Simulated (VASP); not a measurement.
Here is a VASP 6.6.1 calculation.

File POSCAR:

```
ScAl3N4
1.0
   -3.2086112703      0.0000000000      0.0000000000
    0.0000000000      5.6037654075     -0.0022277261
    1.6043056351     -2.7998636570     -5.0387091941
Sc Al N
1 3 4
Direct
    0.0200716759      0.3522320809      0.0401433518
    0.5176838169      0.8522616891      0.0353676339
    0.7692227917      0.4344787803      0.5384455833
    0.2661596935      0.9345115139      0.5323193870
    0.7878742791      0.1201018229      0.5757485582
    0.2899106997      0.6247089380      0.5798213994
    0.5446491012      0.2029793607      0.0892982024
    0.0404279420      0.7147258141      0.0808558840
```

File INCAR.step1:

```
SYSTEM = ScAl3N4
PREC = Accurate
ENCUT = 520
ISMEAR = 0
SIGMA = 0.01
LREAL = .False.
LASPH = .True.
NELM = 60
NBANDS = 30
GGA = PE
ALGO = Normal
EDIFF = 1E-4
LWAVE = .True.
LCHARG = .False.
```

The input INCAR.step2:

```
SYSTEM = ScAl3N4
PREC = Accurate
ENCUT = 520
EDIFF = 1E-7
ISMEAR = 0
SIGMA = 0.01
LREAL = .False.
LASPH = .True.
NELM = 60
ALGO = Normal
ISIF = 2
LWAVE = .False.
LCHARG = .False.
METAGGA = R2SCAN
LMIXTAU = .True.
NBANDS = 30
ISTART = 1
```

File KPOINTS:

```
regular mesh
0
Gamma
  8 6 8
  0 0 0
```

Potentials or basis: VASP PAW PBE potentials, release 64 (Sc_sv, Al, N).

Launch:

```sh
$ cat potpaw_PBE.64/Sc_sv/POTCAR potpaw_PBE.64/Al/POTCAR potpaw_PBE.64/N/POTCAR > POTCAR
$ cp INCAR.step1 INCAR
$ mpirun -np 1 vasp_std > vasp.out
$ cp INCAR.step2 INCAR
$ mpirun -np 1 vasp_std > vasp.out
```

Q: Estimate the pressure.

A: 5.2 GPa.

Q: Predict the band gap on the k mesh.

A: 3.12 eV.

Q: Estimate the largest force.

A: 3.497 eV/Å.

Forces on the atoms (eV/Å):
```
Sc   0.000  0.155  1.264
Al   0.000  0.197  0.670
Al   0.000 -0.055  1.078
Al   0.000 -0.118  1.232
N    0.000  0.136 -0.733
N    0.000  0.060 -0.702
N    0.000 -3.079 -1.658
N    0.000  2.705 -1.151
```

Caveat: the cell differs from its parent crystal (atoms moved along the polar distortion); the stress differs along the axes, from -13 to 15 GPa; the PAW data sets were made with another functional, which shifts forces and pressure a little. A k mesh can miss the band edges.
